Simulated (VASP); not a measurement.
Here is a VASP 6.6.1 calculation.

Contents of INCAR:

```
PREC = Accurate ; ENCUT = 520
EDIFF = 1E-6 ; ISMEAR = -1
SIGMA = 0.1 ; LREAL = False
LASPH = True ; NELM = 60
ALGO = Normal ; ISIF = 2
LWAVE = False ; LCHARG = False
GGA = PE ; NBANDS = 13
```

KPOINTS

```
regular mesh
0
Gamma
  13 13 12
```

File POSCAR:

```
Pb
1.0
    3.0447443335      0.0000000000      0.0000000000
   -1.5223721667      2.6368259408      0.0000000000
    0.0000000000      0.0000000000      2.8863357646
Pb
1
Direct
    0.0000000000      0.0000000000      0.0000000000
```

Potentials or basis: VASP PAW PBE potentials, release 64 (Pb_d).

Command:

```sh
$ cat potpaw_PBE.64/Pb_d/POTCAR > POTCAR
$ mpirun -np 1 vasp_std > vasp.out
```

**Question.** Predict the band gap on the k mesh.

**Answer.** Zero (band 7 reaches 16.68 eV, above the bottom of band 8 at 8.20 eV).

**Question.** Predict the pressure.

**Answer.** 32.1 GPa.

Caveat: spin-orbit coupling is left out, which moves the levels of the heavy elements.
